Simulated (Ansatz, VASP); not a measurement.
# Two plane-wave programs on MoH6

```
CELL_PARAMETERS angstrom
0.00000 2.85302 2.85302
2.85302 0.00000 2.85302
2.85302 2.85302 0.00000
ATOMIC_POSITIONS crystal
H 0.18234 0.81766 0.81766
H 0.81766 0.18234 0.18234
H 0.81766 0.18234 0.81766
H 0.18234 0.81766 0.18234
H 0.81766 0.81766 0.18234
H 0.18234 0.18234 0.81766
Mo 0.50000 0.50000 0.50000
```

Alike in both runs: functional PBE; k mesh 3 × 3 × 3; occupations gaussian, width 0.15 eV; no spin polarisation.

Ansatz relaxed the structure, and its values are those at the end. VASP's run is a single point on that final structure, the one shown.

```csv
,VASP,Ansatz
version,VASP 6.6.1,Ansatz 0.2.0
potentials or method,"VASP PAW PBE potentials, release 64 (H, Mo_sv), cutoff 500 eV","scalar-relativistic, plane waves, PAW"
valence electrons in the cell,20,20
```

|  | VASP | Ansatz | Ansatz less VASP |
| --- | --- | --- | --- |
| gap on the k mesh at the Fermi level (eV) | none | none | - |
| pressure (GPa) | -0.5 | -0.2 | +0.24 |
| rms of the force components (eV/Å) | 0.013 | 0.012 | -0.0009 |

A gap of «none» marks a metal or a gap that the smearing closes. With one functional, cell and mesh, what is left measures potentials, basis and numerics.

The k mesh is coarse, so the values compare programs but aren't converged.
